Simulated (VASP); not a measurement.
Wanted: the native input for a VASP 6.6.1 run.

- Task: single point
- Functional: PBE
- Potentials or basis: VASP PAW PBE potentials, release 64 (B, N)
- Cutoff: 520 eV
- k mesh: 9 × 9 × 4
- Occupations: methfessel-paxton, width 0.05 eV
- Spin: no spin polarisation
- Dipole correction: no
- Further INCAR settings: ALGO = Normal; EDIFF = 1e-07; NBANDS = 16

The structure of BN lies in POSCAR:

```
BN
1.0
    2.5439500013      0.0000000000      0.0000000000
   -1.2719750007      2.2031253271      0.0000000000
    0.0000000000      0.0000000000      4.2078153363
B N
2 2
Direct
    0.3333333333      0.6666666667      0.0002034648
    0.6666666667      0.3333333333      0.5002034648
    0.3333333333      0.6666666667      0.3747965352
    0.6666666667      0.3333333333      0.8747965352
```

One way to write it, as run:

INCAR

```
PREC = Accurate
ENCUT = 520
EDIFF = 1E-7
ISMEAR = 1
SIGMA = 0.05
LREAL = F
LASPH = T
NELM = 60
ALGO = Normal
ISIF = 2
LWAVE = F
LCHARG = F
GGA = PE
NBANDS = 16
```

KPOINTS

```
Automatic mesh
0
Gamma
  9 9 4
```

Potentials or basis: VASP PAW PBE potentials, release 64 (B, N).

The run is started by

```sh
$ cat potpaw_PBE.64/B/POTCAR potpaw_PBE.64/N/POTCAR > POTCAR
$ mpirun -np 1 vasp_std > vasp.out
```

Results of the run:

```
Pressure               : 4.9 GPa
Largest force          : 0.008 eV/Å
Band gap on the k mesh : 5.19 eV, indirect (least direct gap 8.29 eV)
```

Run time: 7.8 s on 1 thread of Intel(R) Xeon(R) Platinum 8375C CPU @ 2.90GHz (Ice Lake), with other jobs on the host, peak memory 0.13 GiB.
